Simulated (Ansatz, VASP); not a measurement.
**One calculation of Li2BrCl, two programs**

The input POSCAR:

```
Li2BrCl
1.0
    1.8946420391      1.0938720913      6.1769781687
   -1.8946420391      1.0938720913      6.1769781687
    0.0000000000     -2.1877441826      6.1769781687
Cl Br Li
1 1 2
Direct
    1.0000000000      0.0000000000      0.0000000000
    0.5000000000      0.5000000000      0.5000000000
    0.2543610291      0.2543610291      0.2543610291
    0.7456389709      0.7456389709      0.7456389709
```

INCAR.step1

```
SYSTEM = Li2BrCl
PREC = Accurate
ENCUT = 520
ISMEAR = 0
SIGMA = 0.01
LREAL = .FALSE.
LASPH = .TRUE.
NELM = 80
NBANDS = 18
GGA = PE
ALGO = Normal
EDIFF = 1E-4
LWAVE = .TRUE.
LCHARG = .FALSE.
```

INCAR.step2

```
SYSTEM = Li2BrCl
PREC = Accurate
ENCUT = 520
EDIFF = 1E-6
ISMEAR = 0
SIGMA = 0.01
LREAL = .FALSE.
LASPH = .TRUE.
NELM = 80
ALGO = Normal
ISIF = 2
LWAVE = .FALSE.
LCHARG = .FALSE.
METAGGA = R2SCAN
LMIXTAU = .TRUE.
NBANDS = 18
ISTART = 1
```

The input KPOINTS:

```
regular mesh
0
G
  6 6 6
  0 0 0
```

Input for Ansatz:

```yaml
crystal:
  lattice:
    - [1.8946420391, 1.0938720913, 6.1769781687]
    - [-1.8946420391, 1.0938720913, 6.1769781687]
    - [0.0, -2.1877441826, 6.1769781687]
  atoms:
    - { symbol: Cl, position: [1.0, 0.0, 0.0] }
    - { symbol: Br, position: [0.5, 0.5, 0.5] }
    - { symbol: Li, position: [0.2543610291, 0.2543610291, 0.2543610291] }
    - { symbol: Li, position: [0.7456389709, 0.7456389709, 0.7456389709] }
kpoints:
  mp_grid: { grid: [6, 6, 6] }
hamiltonian:
  xc: r2scan
scf:
  occupations: { method: fixed }
  n_extra_bands: 5
output:
  forces: true
  stress: true
  eigenvalues: true
```

Alike in both runs: task single point; functional r2SCAN; k mesh 6 × 6 × 6; no spin polarisation.

|  | VASP | Ansatz |
| --- | --- | --- |
| version | VASP 6.6.1 | Ansatz 0.2.0 |
| potentials or method | VASP PAW PBE potentials, release 64 (Cl, Br, Li_sv) | plane waves, PAW |
| plane-wave cutoff (eV) | 520 | 500 |
| occupations | gaussian, width 0.01 eV | fixed |
| valence electrons in the cell | 20 | 20 |

```tsv
	VASP	Ansatz	Ansatz less VASP
gap on the k mesh at the Fermi level (eV)	5.85	5.79	-0.057
rms of the force components (eV/Å)	0.004	0.003	-0.0014
```

VASP's potentials were made for PBE, not for r2SCAN. Atom by atom the forces differ by 0.007 eV/Å (rms over components).

Noted on VASP's run: the cutoff is short for stress, so the pressure is rough.
